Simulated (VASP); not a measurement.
Crystal: Os.

```
Os
1.0
     2.75221    0.00000    0.00000
    -1.37610    2.38348    0.00000
     0.00000    0.00000    4.34831
Os
2
Direct
  0.66667 0.33333 0.75000
  0.33333 0.66667 0.25000
```

Base run:

```yaml
Program: VASP 6.6.1
Functional: PBEsol
Potentials_or_basis: VASP PAW PBE potentials, release 64 (Os)
Cutoff: 520 eV
k_mesh: 11 × 11 × 6
Occupations: fermi-dirac, width 0.05 eV
Spin: no spin polarisation
```

Its results: band gap on the k mesh zero (bands 8 and 9 overlap by 3.78 eV); pressure -10.4 GPa.

Task: The run is repeated on the same cell with these changes: functional from PBEsol to RPBE; dispersion from none to D4. What comes out?

Result: Band gap on the k mesh zero (bands 8 and 9 overlap by 3.76 eV); pressure -9.1 GPa.

Several settings changed at once.

Caveats: the cell stands under tension; the PAW data sets were made with another functional, which shifts forces and pressure a little; spin-orbit coupling is left out, which moves the levels of the heavy elements; the dispersion term is far too large for a dense solid, which distorts pressure and volume (at least some runs).
